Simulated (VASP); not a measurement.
Input of a VASP 6.6.1 run:

Contents of POSCAR:

```
Cu
1.0
    0.0000000000      1.7884399369      1.7884399369
    1.7884399369      0.0000000000      1.7884399369
    1.7884399369      1.7884399369      0.0000000000
Cu
1
Direct
    0.0000000000      0.0000000000      0.0000000000
```

File INCAR.step1:

```
ALGO = Normal
EDIFF = 1E-4
ENCUT = 600
GGA = PE
ISMEAR = -1
LASPH = T
LCHARG = F
LREAL = F
LWAVE = T
NELM = 80
PREC = Accurate
SIGMA = 0.15
```

File INCAR.step2:

```
ALGO = Normal
EDIFF = 1E-6
EDIFFG = -0.001
ENCUT = 600
IBRION = 2
ISIF = 3
ISMEAR = -1
ISTART = 1
LASPH = T
LCHARG = F
LMIXTAU = T
LREAL = F
LWAVE = F
METAGGA = R2SCAN
NELM = 80
NSW = 80
PREC = Accurate
SIGMA = 0.15
```

File KPOINTS:

```
k-points
0
Gamma
  20 20 20
```

Potentials or basis: VASP PAW PBE potentials, release 64 (Cu).

Run with:

```bash
$ cat potpaw_PBE.64/Cu/POTCAR > POTCAR
$ cp INCAR.step1 INCAR
$ mpirun -np 1 vasp_std > vasp.out
$ cp INCAR.step2 INCAR
$ mpirun -np 1 vasp_std > vasp.out
```

**Question.** Estimate the relaxed cell.

**Answer.** a = 2.533 Å, b = 2.533 Å, c = 2.533 Å, α = 60.00°, β = 60.00°, γ = 60.00°.

**Question.** Predict the space group after relaxing (to 0.05 Å).

**Answer.** Fm-3m (No. 225).

The path:
| step | energy change (eV) | largest force (eV/Å) | pressure (GPa) | volume (Å³) |
| --- | --- | --- | --- | --- |
| 1 | 0.0000 | 0.0000 | 0.63 | 11.44 |
| 2 | -0.0001 | 0.0000 | -0.37 | 11.52 |
| 3 | -0.0001 | 0.0000 | -0.03 | 11.50 |
| 4 | -0.0001 | 0.0000 | 0.25 | 11.49 |
| 5 | -0.0001 | 0.0000 | -0.25 | 11.49 |
| 6 | -0.0001 | 0.0000 | 0.38 | 11.47 |
| 7 | -0.0001 | 0.0000 | -0.04 | 11.49 |
| 8 | -0.0001 | 0.0000 | 0.26 | 11.49 |
| 9 | -0.0001 | 0.0000 | 0.05 | 11.49 |
| 10 | -0.0001 | 0.0000 | -0.14 | 11.49 |
| 11 | -0.0001 | 0.0000 | 0.17 | 11.48 |
| 12 | -0.0001 | 0.0000 | 0.14 | 11.48 |
| 13 | -0.0001 | 0.0000 | -0.15 | 11.49 |
| 14 | -0.0001 | 0.0000 | 0.03 | 11.49 |
| 15 | -0.0001 | 0.0000 | -0.23 | 11.49 |
| 16 | -0.0001 | 0.0000 | 0.15 | 11.49 |
| 17 | -0.0001 | 0.0000 | 0.07 | 11.49 |
| 18 | -0.0001 | 0.0000 | 0.02 | 11.49 |
| 19 | -0.0001 | 0.0000 | -0.20 | 11.49 |
| 20 | -0.0001 | 0.0000 | -0.09 | 11.49 |
| 21 | -0.0001 | 0.0000 | 0.28 | 11.49 |
| 22 | -0.0001 | 0.0000 | 0.00 | 11.49 |

Caveat: the PAW data sets were made with another functional, which shifts forces and pressure a little. Zero-point motion and thermal expansion aren't in these numbers.
